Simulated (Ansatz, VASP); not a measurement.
One calculation of BaTiO3, two programs

The input INCAR:

```
SYSTEM = BaTiO3
PREC = Accurate ; ENCUT = 520
EDIFF = 1E-6 ; ISMEAR = -1
SIGMA = 0.08 ; LREAL = .FALSE.
LASPH = .TRUE. ; NELM = 100
ALGO = Normal ; ISIF = 2
LWAVE = .FALSE. ; LCHARG = .FALSE.
GGA = PE ; NBANDS = 28
```

The input KPOINTS:

```
regular mesh
0
G
  7 7 7
  0 0 0
```

POSCAR

```
BaTiO3
1.0
    4.0797960000      0.0000000000      0.0000000000
    0.0000000000      4.0797960000      0.0000000000
    0.0000000000      0.0000000000      4.0180000000
Ba Ti O
1 1 3
Direct
    0.0000000000      0.0000000000      0.0000000000
    0.5000000000      0.5000000000      0.4820000000
    0.5000000000      0.5000000000      0.0160000000
    0.5000000000      0.0000000000      0.5150000000
    0.0000000000      0.5000000000      0.5150000000
```

Input for Ansatz:

```yaml
crystal:
  lattice:
    - [4.079796, 0.0, 0.0]
    - [0.0, 4.079796, 0.0]
    - [0.0, 0.0, 4.018]
  atoms:
    - { symbol: Ba, position: [0.0, 0.0, 0.0] }
    - { symbol: Ti, position: [0.5, 0.5, 0.482] }
    - { symbol: O, position: [0.5, 0.5, 0.016] }
    - { symbol: O, position: [0.5, 0.0, 0.515] }
    - { symbol: O, position: [0.0, 0.5, 0.515] }
kpoints:
  mp_grid: { grid: [7, 7, 7] }
  band_path:
    path:
      - [0.0, 0.0, 0.0]
      - [0.0, 0.5, 0.0]
      - [0.5, 0.5, 0.0]
      - [0.0, 0.0, 0.0]
      - [0.0, 0.0, 0.5]
      - [0.0, 0.5, 0.5]
      - [0.5, 0.5, 0.5]
      - [0.0, 0.0, 0.5]
      - [0.0, 0.5, 0.0]
    npoints: 5
scf:
  occupations: { method: fermi_dirac, width: 0.08 }
hamiltonian:
  xc: pbe
  pseudopotentials: { kind: all_electron, lapw: { basis_error: 0.001 } }
output:
  forces: true
  stress: true
  eigenvalues: true
```

Change from the starting cell: equal xx and yy strain of +2 %.

Alike in both runs: task single point; functional PBE; k mesh 7 × 7 × 7; occupations fermi-dirac, width 0.08 eV; no spin polarisation.

|  | VASP | Ansatz |
| --- | --- | --- |
| version | VASP 6.6.1 | Ansatz 0.2.0 |
| potentials or method | VASP PAW PBE potentials, release 64 (Ba_sv, Ti_sv, O), cutoff 520 eV | all-electron LAPW, scalar-relativistic |

```tsv
	VASP	Ansatz	Ansatz less VASP
pressure (GPa)	-1.9	-3.4	-1.53
traceless stress, the component that is largest in VASP (GPa)	3.15	3.01	-0.146
rms of the force components (eV/Å)	0.122	0.133	+0.0109
```

Atom by atom the forces differ by 0.021 eV/Å (rms over components). Ansatz ran all-electron here, and VASP with PAW potentials.

Neither program's run includes spin-orbit coupling.
